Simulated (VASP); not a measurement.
A run of VASP 6.6.1 is set up as follows.

Contents of INCAR:

```
SYSTEM = Lu
PREC     = Accurate       ! precision mode
ENCUT    = 520            ! plane-wave cutoff, eV
EDIFF    = 1E-6           ! SCF threshold, eV
ISMEAR   = -1             ! smearing method
SIGMA    = 0.1            ! smearing width, eV
LREAL    = .False.        ! projectors in reciprocal space
LASPH    = .True.         ! aspherical terms in the spheres
NELM     = 100            ! most SCF steps
ALGO     = Normal         ! electronic algorithm
ISIF     = 2              ! what is computed and relaxed
LWAVE    = .False.        ! write WAVECAR
LCHARG   = .False.        ! write CHGCAR
GGA      = CA             ! functional
NBANDS   = 18             ! bands
```

The input KPOINTS:

```
regular mesh
0
Gamma
  10 10 10
  0 0 0
```

Contents of POSCAR:

```
Lu
1.0
    0.0000000000      2.5165000000      2.5165000000
    2.5165000000      0.0000000000      2.5165000000
    2.5165000000      2.5165000000      0.0000000000
Lu
1
Direct
    0.0000000000      0.0000000000      0.0000000000
```

Potentials or basis: VASP PAW PBE potentials, release 64 (Lu).

Launch:

```bash
$ cat potpaw_PBE.64/Lu/POTCAR > POTCAR
$ mpirun -np 1 vasp_std > vasp.out
```

Task: What does it give for the pressure?

Result: -7.6 GPa.

Caveat: the PAW data sets were made with another functional, which shifts forces and pressure a little.
